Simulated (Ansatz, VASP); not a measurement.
## BiB: VASP beside Ansatz

The input INCAR:

```
PREC     = Accurate       # precision mode
ENCUT    = 520            # plane-wave cutoff, eV
EDIFF    = 1E-7           # SCF threshold, eV
ISMEAR   = 0              # smearing method
SIGMA    = 0.01           # smearing width, eV
LREAL    = False          # projectors in reciprocal space
LASPH    = True           # aspherical terms in the spheres
NELM     = 80             # most SCF steps
ALGO     = Normal         # electronic algorithm
ISIF     = 2              # what is computed and relaxed
LWAVE    = False          # write WAVECAR
LCHARG   = False          # write CHGCAR
GGA      = PE             # functional
NBANDS   = 16             # bands
```

File KPOINTS:

```
regular mesh
0
Gamma
  6 6 6
```

File POSCAR:

```
BiB
1.0
    0.0000000000      2.7448744688      2.7448744688
    2.7448744688      0.0000000000      2.7448744688
    2.7448744688      2.7448744688      0.0000000000
B Bi
1 1
Direct
    0.0000000000      0.0000000000      0.0000000000
    0.2500000000      0.2500000000      0.2500000000
```

Input for Ansatz:

```yaml
crystal:
  lattice:
    - [0.0, 2.7448744688, 2.7448744688]
    - [2.7448744688, 0.0, 2.7448744688]
    - [2.7448744688, 2.7448744688, 0.0]
  atoms:
    - { symbol: B, position: [0.0, 0.0, 0.0] }
    - { symbol: Bi, position: [0.25, 0.25, 0.25] }
kpoints:
  mp_grid: { grid: [6, 6, 6] }
hamiltonian:
  xc: pbe
scf:
  occupations: { method: fixed }
output:
  optics:
    e_range: [0, 12]
    de: 0.05
    sigma: 0.1
    bands: { spectra_wanted_up_to: 12 }
  write_density: true
  write_potential: true
  elf: true
  volumetric_format: npy
```

Alike in both runs: task single point; functional PBE; k mesh 6 × 6 × 6; no spin polarisation.

|  | VASP | Ansatz |
| --- | --- | --- |
| version | VASP 6.6.1 | Ansatz 0.2.0 |
| potentials or method | VASP PAW PBE potentials, release 64 (B, Bi_d) | plane waves, PAW |
| plane-wave cutoff (eV) | 520 | 420 |
| occupations | gaussian, width 0.01 eV | fixed |
| valence electrons in the cell | 18 | 18 |

|  | VASP | Ansatz | Ansatz less VASP |
| --- | --- | --- | --- |
| gap on the k mesh at the Fermi level (eV) | 0.28 | 0.29 | +0.010 |

Spin-orbit coupling is off throughout.
